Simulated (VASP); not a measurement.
# Al (Fm-3m) in VASP: a series of runs, part 2 of 2

VASP 6.6.1. Earlier steps stand in the parts before.

### 4 Electric field gradients, r2SCAN

This run uses another cell than the first one, of 17.46 Å³/atom, 1.060 times its volume.

POSCAR reads:

```
Al
1.0
    0.0000000000      2.0590722520      2.0590722520
    2.0590722520      0.0000000000      2.0590722520
    2.0590722520      2.0590722520      0.0000000000
Al
1
Direct
    0.0000000000      0.0000000000      0.0000000000
```

INCAR.step1 reads:

```
PREC = Accurate
ENCUT = 520
ISMEAR = -1
SIGMA = 0.03
LREAL = False
LASPH = True
NELM = 80
NBANDS = 8
GGA = PE
ALGO = Normal
EDIFF = 1E-4
LWAVE = True
LCHARG = False
```

INCAR.step2 reads:

```
PREC = Accurate
ENCUT = 520
EDIFF = 1E-8
ISMEAR = -1
SIGMA = 0.03
LREAL = False
LASPH = True
NELM = 80
ALGO = Normal
ISIF = 2
LWAVE = False
LCHARG = False
METAGGA = R2SCAN
LMIXTAU = True
LEFG = True
NBANDS = 8
ISTART = 1
```

KPOINTS reads:

```
Automatic mesh
0
Gamma
  15 15 15
```

Potentials or basis: VASP PAW PBE potentials, release 64 (Al).

Command:

```
cat potpaw_PBE.64/Al/POTCAR > POTCAR
cp INCAR.step1 INCAR
mpirun -np 1 vasp_std > vasp.out
cp INCAR.step2 INCAR
mpirun -np 1 vasp_std > vasp.out
```

OUTCAR:

```text
PREC = Accurate
   ENCUT = 520
   EDIFF = 1E-8
   ISMEAR = -1
   LREAL = False
   LASPH = True
   NELM = 80
   ISIF = 2
   METAGGA = R2SCAN
   ISTART = 1

 ion  position               nearest neighbor table
   1  0.000  0.000  0.000-

  LATTYP: Found a face centered cubic cell.
 ALAT       =     4.1181445040

  Lattice vectors:

 A1 = (   0.0000000000,   2.0590722520,   2.0590722520)
 A2 = (   2.0590722520,   0.0000000000,   2.0590722520)
 A3 = (   2.0590722520,   2.0590722520,   0.0000000000)

Analysis of symmetry for initial positions (statically):
=====================================================================
 Subroutine PRICEL returns:
 Original cell was already a primitive cell.

 Routine SETGRP: Setting up the symmetry group for a
 face centered cubic supercell.

 Subroutine GETGRP returns: Found 48 space group operations
 (whereof 48 operations were pure point group operations)
 out of a pool of 48 trial point group operations.

The static configuration has the point symmetry O_h .

Analysis of symmetry for dynamics (positions and initial velocities):
=====================================================================
 Subroutine PRICEL returns:
 Original cell was already a primitive cell.

 Routine SETGRP: Setting up the symmetry group for a
 face centered cubic supercell.

 Subroutine GETGRP returns: Found 48 space group operations
 (whereof 48 operations were pure point group operations)
 out of a pool of 48 trial point group operations.

The dynamic configuration has the point symmetry O_h .

 Subroutine INISYM returns: Found 48 space group operations
[... 146 lines left out ...]
 cond. band min:       7.5970357346   @ k =   0.4000   0.1333   0.0000
 fundamental gap:      0.0453999101
 Fermi energy:         7.5961651606

 k-point     1 :       0.0000    0.0000    0.0000
  band No.  band energies     occupation
      1      -4.0037      2.00000
      2      20.4501      0.00000
      3      20.4501      0.00000
      4      20.4501      0.00000
      5      21.8947      0.00000
      6      21.8947      0.00000
      7      21.8947      0.00000
      8      24.4001      0.00000
[... 243 lines left out ...]
 k-point    24 :       0.2000    0.1333    0.0000
  band No.  band energies     occupation
      1      -2.8918      2.00000
      2      15.0094      0.00000
      3      16.7739      0.00000
      4      18.0336      0.00000
      5      20.2695      0.00000
      6      20.8458      0.00000
      7      26.3233      0.00000
      8      26.7750      0.00000

 [... further k-points ...]
[... 5 lines left out ...]
  --------------------------------------------------------------------------------------
  -------------------------------------------------------------------------------------
  Total       -0.7896846     -0.7896846     -0.7896846      0.0000000      0.0000000      0.0000000
  in kB      -72.4635343    -72.4635343    -72.4635343      0.0000000      0.0000000      0.0000000
  external PRESSURE =     -72.4635343 kB  Pullay stress =       0.0000000 kB

 VOLUME and BASIS-vectors are now :
 -----------------------------------------------------------------------------
  energy-cutoff  :      520.00
  volume of cell :       17.46
      direct lattice vectors                 reciprocal lattice vectors
     0.000000000  2.059072252  2.059072252    -0.242827807  0.242827807  0.242827807
     2.059072252  0.000000000  2.059072252     0.242827807 -0.242827807  0.242827807
     2.059072252  2.059072252  0.000000000     0.242827807  0.242827807 -0.242827807

 POSITION                                       TOTAL-FORCE (eV/Angst)
 -----------------------------------------------------------------------------------
      0.00000      0.00000      0.00000         0.000000      0.000000      0.000000
 -----------------------------------------------------------------------------------
    total drift:                               -0.000000      0.000000      0.000000

  FREE ENERGIE OF THE ION-ELECTRON SYSTEM (eV)
  ---------------------------------------------------
  free  energy   TOTEN  =        -6.6994548318 eV

  energy  without entropy=       -6.6981843046  energy(sigma->0) =       -6.69881957

 Electric field gradients (V/A^2)
---------------------------------------------------------------------
 ion       V_xx      V_yy      V_zz      V_xy      V_xz      V_yz
---------------------------------------------------------------------
   1       0.000     0.000    -0.000    -0.000    -0.000    -0.000
---------------------------------------------------------------------

 Electric field gradients after diagonalization (V/A^2)
 (convention: |V_zz| > |V_xx| > |V_yy|)
----------------------------------------------------------------------
 ion       V_xx      V_yy      V_zz     asymmetry (V_yy - V_xx)/ V_zz
----------------------------------------------------------------------
   1       0.000     0.000    -0.000       0.000
----------------------------------------------------------------------

           NMR quadrupolar parameters

 Cq : quadrupolar parameter    Cq=e*Q*V_zz/h
 eta: asymmetry parameters     (V_yy - V_xx)/ V_zz
 Q  : nuclear electric quadrupole moment in mb (millibarn)
----------------------------------------------------------------------
 ion       Cq(MHz)       eta       Q (mb)
----------------------------------------------------------------------
   1      -0.000       0.000       1.000
----------------------------------------------------------------------
```

OUTCAR.step1:

```text
PREC = Accurate
   ENCUT = 520
   ISMEAR = -1
   LREAL = False
   LASPH = True
   NELM = 80
[... 479 lines left out ...]
 POSITION                                       TOTAL-FORCE (eV/Angst)
 -----------------------------------------------------------------------------------
      0.00000      0.00000      0.00000         0.000000      0.000000      0.000000
 -----------------------------------------------------------------------------------
    total drift:                                0.000000     -0.000000     -0.000000

  FREE ENERGIE OF THE ION-ELECTRON SYSTEM (eV)
  ---------------------------------------------------
  free  energy   TOTEN  =        -3.7333479881 eV

  energy  without entropy=       -3.7314886738  energy(sigma->0) =       -3.73241833
```

It took 26 s on 1 thread of Intel Xeon 6975P-C (Granite Rapids), shared host; peak memory 0.14 GiB.

Results:

| Quantity | Value |
| --- | --- |
| Free energy | -6.6995 eV |
| Pressure | -7.2 GPa |

Caveat: without QUAD_EFG the Cq values of the log hold for a quadrupole moment of 1 mb, not for the nuclei; the PAW data sets were made with another functional, which shifts forces and pressure a little.
